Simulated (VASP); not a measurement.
HgTe:

```
Hg Te
1.0
     0.00000    3.20364    3.20364
     3.20364    0.00000    3.20364
     3.20364    3.20364    0.00000
Hg Te
1 1
Cartesian
  0.0000 0.0000 0.0000
  1.6018 1.6018 1.6018
```

This cell differs from its parent crystal: strain -2.6%.

Base run:

```yaml
Program: VASP 6.6.1
Functional: r2SCAN
Potentials_or_basis: VASP PAW PBE potentials, release 64 (Hg, Te)
Cutoff: 520 eV
k_mesh: 6 × 6 × 6
Occupations: fermi-dirac, width 0.02 eV
Spin: no spin polarisation
```

Its results: band gap on the k mesh zero (filled and empty bands touch); pressure 3.9 GPa.

Q: The run is repeated on the same cell with these changes: functional from r2SCAN to PBE; further incar settings from ALGO = Normal; EDIFF = 1e-07; NBANDS = 16 to ALGO = Normal; EDIFF = 1e-06; NBANDS = 16. What comes out?

A: Band gap on the k mesh zero (filled and empty bands touch); pressure 5.3 GPa.

Caveats: spin-orbit coupling is left out, which moves the levels of the heavy elements; the PAW data sets were made with another functional, which shifts forces and pressure a little (some runs).
